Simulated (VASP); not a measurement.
# SiC (Moissanite) (P6_3mc) in VASP: elastic constants with PBE

Aim: the elastic constants of SiC (Moissanite) with PBE.

Everything below comes from runs of VASP 6.6.1. Logs are shortened: lines on timing, memory, paths and dates and some standing lists are left out, and cuts for length are marked.

### 1 The cell of the first run

It takes space group P6_3mc (No. 186, hexagonal). The conventional cell has a = 3.092 Å, b = 3.092 Å, c = 5.074 Å, α = 90.00°, β = 90.00°, γ = 120.00°. Within 2.5 Å of Si (site symmetry 3m) lie 4 C at 1.89 to 1.91 Å. C (site symmetry 3m) has 4 Si at 1.89 to 1.91 Å within 2.5 Å.

### 2 Elastic constants, PBE

The input, INCAR:

```
SYSTEM = SiC
PREC     = Accurate       ! precision mode
ENCUT    = 600            ! plane-wave cutoff, eV
EDIFF    = 1E-8           ! SCF threshold, eV
ISMEAR   = 0              ! smearing method
SIGMA    = 0.01           ! smearing width, eV
LREAL    = .FALSE.        ! projectors in reciprocal space
LASPH    = .TRUE.         ! aspherical terms in the spheres
NELM     = 80             ! most SCF steps
ALGO     = Normal         ! electronic algorithm
ISIF     = 3              ! what is computed and relaxed
LWAVE    = .FALSE.        ! write WAVECAR
LCHARG   = .FALSE.        ! write CHGCAR
GGA      = PE             ! functional
NBANDS   = 16             ! bands
IBRION   = 6              ! ionic algorithm
NFREE    = 2            
POTIM    = 0.015          ! step
NSW      = 1              ! ionic steps
```

The input, KPOINTS:

```
regular mesh
0
G
  8 8 5
  0 0 0
```

The input, POSCAR:

```
SiC
1.0
    3.0919746679      0.0000000000      0.0000000000
   -1.5459873340      2.6777286103      0.0000000000
    0.0000000000      0.0000000000      5.0740555982
Si C
2 2
Direct
    0.3333333333      0.6666666667      0.0045741878
    0.6666666667      0.3333333333      0.5045741878
    0.3333333333      0.6666666667      0.3804258122
    0.6666666667      0.3333333333      0.8804258122
```

Potentials or basis: VASP PAW PBE potentials, release 64 (Si, C).

Started as:

```bash
$ cat potpaw_PBE.64/Si/POTCAR potpaw_PBE.64/C/POTCAR > POTCAR
$ mpirun -np 1 vasp_std > vasp.out
```

OUTCAR:

```text
SYSTEM = SiC
   PREC = Accurate
   ENCUT = 600
   EDIFF = 1E-8
   ISMEAR = 0
   LREAL = .FALSE.
   LASPH = .TRUE.
   NELM = 80
   ISIF = 3
   GGA = PE
   IBRION = 6
   NFREE = 2
   POTIM = 0.015
   NSW = 1

 ion  position               nearest neighbor table
   1  0.333  0.667  0.005-   4 1.89   4 1.89   4 1.89   3 1.91   2 3.10   2 3.10   2 3.10   2 3.10
                             2 3.10   2 3.10
   2  0.667  0.333  0.505-   3 1.89   3 1.89   3 1.89   4 1.91   1 3.10   1 3.10   1 3.10   1 3.10
                             1 3.10   1 3.10
   3  0.333  0.667  0.380-   2 1.89   2 1.89   2 1.89   1 1.91
   4  0.667  0.333  0.880-   1 1.89   1 1.89   1 1.89   2 1.91

  LATTYP: Found a hexagonal cell.
 ALAT       =     3.0919746679
 C/A-ratio  =     1.6410404816

  Lattice vectors:

 A1 = (   3.0919746679,   0.0000000000,   0.0000000000)
 A2 = (  -1.5459873340,   2.6777286103,   0.0000000000)
 A3 = (   0.0000000000,   0.0000000000,   5.0740555982)

Analysis of symmetry for initial positions (statically):
=====================================================================
 Subroutine PRICEL returns:
 Original cell was already a primitive cell.

 Routine SETGRP: Setting up the symmetry group for a
 hexagonal supercell.

 Subroutine GETGRP returns: Found 12 space group operations
 (whereof  6 operations were pure point group operations)
 out of a pool of 24 trial point group operations.

The static configuration has the point symmetry C_3v.
 The point group associated with its full space group is C_6v.

Analysis of symmetry for dynamics (positions and initial velocities):
=====================================================================
 Subroutine PRICEL returns:
 Original cell was already a primitive cell.

 Routine SETGRP: Setting up the symmetry group for a
 hexagonal supercell.

 Subroutine GETGRP returns: Found 12 space group operations
 (whereof  6 operations were pure point group operations)
 out of a pool of 24 trial point group operations.

The dynamic configuration has the point symmetry C_3v.
 The point group associated with its full space group is C_6v.

 Subroutine INISYM returns: Found 12 space group operations
 (whereof  6 operations are pure point group operations),
 and found     1 'primitive' translations

----------------------------------------------------------------------------------------

                                     Primitive cell

  volume of cell :      42.0105

  direct lattice vectors                    reciprocal lattice vectors
     3.091974668  0.000000000  0.000000000     0.323417915  0.186725420  0.000000000
    -1.545987334  2.677728610  0.000000000     0.000000000  0.373450840  0.000000000
     0.000000000  0.000000000  5.074055598     0.000000000  0.000000000  0.197081010

  length of vectors
     3.091974668  3.091974668  5.074055598     0.373450840  0.373450840  0.197081010

  position of ions in fractional coordinates (direct lattice)
     0.333333333  0.666666667  0.004574188
     0.666666667  0.333333333  0.504574188
     0.333333333  0.666666667  0.380425812
     0.666666667  0.333333333  0.880425812

  ion indices of the primitive-cell ions
   primitive index   ion index
                 1           1
                 2           2
                 3           3
                 4           4

----------------------------------------------------------------------------------------

 KPOINTS: regular mesh

Automatic generation of k-mesh.
 Grid dimensions read from file:
 generate k-points for:    8    8    5

 Generating k-lattice:

  Cartesian coordinates                     Fractional coordinates (reciprocal lattice)
     0.040427239  0.023340678  0.000000000     0.125000000  0.000000000  0.000000000
[... 79 lines left out ...]
     AMIX_MAG =   1.60;   BMIX_MAG =  1.00
  volume/ion in A,a.u.               =      10.50        70.88
  Fermi-wavevector in a.u.,A,eV,Ry     =   1.186667  2.242476 19.159438  1.408179
  Thomas-Fermi vector in A             =   2.322835
   LORBIT       =      0    0 simple, 1 ext, 2 COOP (PROOUT), +10 PAW based schemes
   GGA     = PE    functional components
   LHFCALC =     F    Hartree Fock is set to
   AEXX    =    0.0000 exact exchange contribution
   IVDW    =     0    specifies the selected vdW correction
   LEPSILON=     F    determine dielectric tensor
   LRPA    =     F    only Hartree local field effects (RPA)
 finite differences with symmetry
 non-spin polarized calculation
 Gauss-broadening in eV      SIGMA  =   0.01
  energy-cutoff  :      600.00
  volume of cell :       42.01
 maximum number of plane-waves:      1418
 NGX is ok and might be reduce to    28
   NGX = 13   NGY = 13   NGZ = 21

--------------------------------------- Ionic step        1  -------------------------------------------

 number of electron      16.0000000 magnetization

 Free energy of the ion-electron system (eV)
  ---------------------------------------------------
  ext. energy  EPLUGINS =         0.00000000
  ---------------------------------------------------
  free energy    TOTEN  =       -30.11175526 eV

  energy without entropy =      -30.11175526  energy(sigma->0) =      -30.11175526

------------------------ aborting loop because EDIFF is reached ----------------------------------------

  FORCE on cell =-STRESS in cart. coord.  units (eV):
  Direction    XX          YY          ZZ          XY          YZ          ZX
  --------------------------------------------------------------------------------------
  -------------------------------------------------------------------------------------
  Total       -0.0478386     -0.0478386     -0.0434917      0.0000000      0.0000000     -0.0000000
  in kB       -1.8244465     -1.8244465     -1.6586681      0.0000000      0.0000000     -0.0000000
  external PRESSURE =      -1.7691870 kB  Pullay stress =       0.0000000 kB
[... 95 lines left out ...]
  FREE ENERGIE OF THE ION-ELECTRON SYSTEM (eV)
  ---------------------------------------------------
  free  energy   TOTEN  =       -30.0962145260 eV

  energy  without entropy=      -30.0962145260  energy(sigma->0) =      -30.09621453

[... ionic steps 4 to 18 ...]

--------------------------------------- Ionic step       19  -------------------------------------------

 number of electron      16.0000000 magnetization

------------------------ aborting loop because EDIFF is reached ----------------------------------------
[... 71 lines left out ...]
--------------------------------------- Ionic step       21  -------------------------------------------

 number of electron      16.0000000 magnetization

 Free energy of the ion-electron system (eV)
  ---------------------------------------------------
  ext. energy  EPLUGINS =         0.00000000
  ---------------------------------------------------
  free energy    TOTEN  =       -30.10908769 eV

  energy without entropy =      -30.10908769  energy(sigma->0) =      -30.10908769

 E-fermi :   8.1545     XC(G=0): -11.2827

 val. band max:        8.1042930464   @ k =   0.0000   0.0000   0.0000
 cond. band min:      10.6024383989   @ k =   0.3750   0.2500   0.0000
 fundamental gap:      2.4981453525
 Fermi energy:         8.1545443782

 k-point     1 :       0.0000    0.0000    0.0000
  band No.  band energies     occupation
      1      -7.3610      2.00000
      2      -3.8403      2.00000
      3      -0.5503      2.00000
      4       6.7877      2.00000
      5       6.7877      2.00000
      6       7.9316      2.00000
[... 433 lines left out ...]
      3       0.7340      2.00000
      4       1.4957      2.00000
      5       4.6610      2.00000
      6       5.5797      2.00000
[... 8 lines left out ...]
     15      19.1232      0.00000
     16      19.7985      0.00000

 [... further k-points ...]
[... 5 lines left out ...]
  --------------------------------------------------------------------------------------
  -------------------------------------------------------------------------------------
  Total       -0.1162926     -0.1162926      0.0969561      0.0000000      0.0000000     -0.0000000
  in kB       -4.4351151     -4.4351151      3.6976702      0.0000000      0.0000000     -0.0000000
  external PRESSURE =      -1.7241867 kB  Pullay stress =       0.0000000 kB
[... 19 lines left out ...]
  FREE ENERGIE OF THE ION-ELECTRON SYSTEM (eV)
  ---------------------------------------------------
  free  energy   TOTEN  =       -30.1090876911 eV

  energy  without entropy=      -30.1090876911  energy(sigma->0) =      -30.10908769

 INTERNAL STRAIN TENSORS FROM STRAINED CELLS
 ============================================

 INTERNAL STRAIN TENSOR FOR ION    1 for displacements in x,y,z  (eV/Angst):
          X           Y           Z          XY          YZ          ZX
  --------------------------------------------------------------------------------
  x     0.00000    -0.00000     0.00000    -7.15042     0.00000    -5.39911
  y    -7.17548     7.19484     0.00000    -0.00004    -5.39299    -0.00001
  z    -4.64119    -4.64553     8.81108    -0.00008    -0.00348    -0.00002

 INTERNAL STRAIN TENSORS FROM DISPLACED ATOMS
 ============================================

 INTERNAL STRAIN TENSOR FOR ION    1 for displacements in x,y,z  (eV/Angst):
          X           Y           Z          XY          YZ          ZX
  --------------------------------------------------------------------------------
  x     0.00000    -0.00000     0.00000    -7.15776     0.00000    -5.40323
  y    -7.15776     7.15776     0.00000    -0.00000    -5.40323     0.00000
  z    -4.62681    -4.62681     8.74957     0.00000     0.00000     0.00000

 INTERNAL STRAIN TENSOR FOR ION    4 for displacements in x,y,z  (eV/Angst):
          X           Y           Z          XY          YZ          ZX
  --------------------------------------------------------------------------------
  x    -0.00000     0.00000     0.00000     8.86630    -0.00000     5.40552
  y     8.86630    -8.86630    -0.00000     0.00000     5.40552    -0.00000
  z     4.62855     4.62855    -8.75132    -0.00000     0.00000    -0.00000

 Eigenvectors and eigenvalues of the dynamical matrix
 ----------------------------------------------------

   1 f  =   24.435245 THz   153.531175 2PiTHz  815.072054 cm-1   101.056010 meV
             X         Y         Z           dx          dy          dz
     -0.000000  1.785152  0.023210    -0.000000   -0.000000   -0.022893
      1.545987  0.892576  2.560237    -0.000000   -0.000000    0.022893
     -0.000000  1.785152  1.930302     0.000000    0.000000   -0.706736
      1.545987  0.892576  4.467330     0.000000    0.000000    0.706736
[... 71 lines left out ...]
  12 f/i=    0.000373 THz     0.002341 2PiTHz    0.012430 cm-1     0.001541 meV
             X         Y         Z           dx          dy          dz
     -0.000000  1.785152  0.023210    -0.000000    0.000000    0.591789
      1.545987  0.892576  2.560237    -0.000000    0.000000    0.591789
     -0.000000  1.785152  1.930302    -0.000000    0.000000    0.387021
      1.545987  0.892576  4.467330    -0.000000    0.000000    0.387021

--------------------------------------------------------------------------------------------------------

 ELASTIC MODULI CONTR FROM IONIC RELAXATION (kBar)
 Direction    XX          YY          ZZ          XY          YZ          ZX
 --------------------------------------------------------------------------------
 XX        -415.0616    227.1612    177.6497      0.0000     -0.0000     -0.0000
 YY         227.1612   -415.0616    177.6497      0.0000      0.0000      0.0000
 ZZ         177.6497    177.6497   -335.9166     -0.0000      0.0000     -0.0000
 XY           0.0000      0.0000     -0.0000   -321.1114      0.0000     -0.0000
 YZ          -0.0000      0.0000      0.0000      0.0000   -118.8789      0.0000
 ZX           0.0000      0.0000     -0.0000     -0.0000      0.0000   -118.8789
 --------------------------------------------------------------------------------

 TOTAL ELASTIC MODULI (kBar)
 Direction    XX          YY          ZZ          XY          YZ          ZX
 --------------------------------------------------------------------------------
 XX        4928.4338   1003.4667    485.0081     -0.0000     -0.0000     -0.0000
 YY        1003.4667   4928.4338    485.0081     -0.0000      0.0000      0.0000
 ZZ         485.0081    485.0081   5322.3930     -0.0000      0.0000     -0.0000
 XY          -0.0000     -0.0000     -0.0000   1962.4836      0.0000     -0.0000
 YZ          -0.0000      0.0000      0.0000      0.0000   1512.2639     -0.0000
 ZX           0.0000      0.0000     -0.0000     -0.0000     -0.0000   1512.2639
 --------------------------------------------------------------------------------
```

Wall time 7.5 min (1 thread of Intel Xeon 6975P-C (Granite Rapids), shared host); peak memory 0.34 GiB.

Results:

```yaml
Voigt_bulk_modulus: 213 GPa
Highest_phonon_frequency_at_Γ_LO-TO_splitting_left_out: 815 cm⁻¹
```

Phonon frequencies in cm⁻¹ (negative: imaginary):
| q point | frequencies |
| --- | --- |
| (0.000, 0.000, 0.000) | 0 0 0 257 257 584 743 743 750 778 778 815 |

Elastic tensor in Voigt notation (GPa, in the Cartesian axes of the cell as first typed):
```
493 100  49   0   0   0
100 493  49   0   0   0
 49  49 532   0   0   0
  0   0   0 151   0   0
  0   0   0   0 151   0
  0   0   0   0   0 196
```

Clamped-ion elastic tensor (GPa):
```
534  78  31   0   0   0
 78 534  31   0   0   0
 31  31 566   0   0   0
  0   0   0 163   0   0
  0   0   0   0 163   0
  0   0   0   0   0 228
```
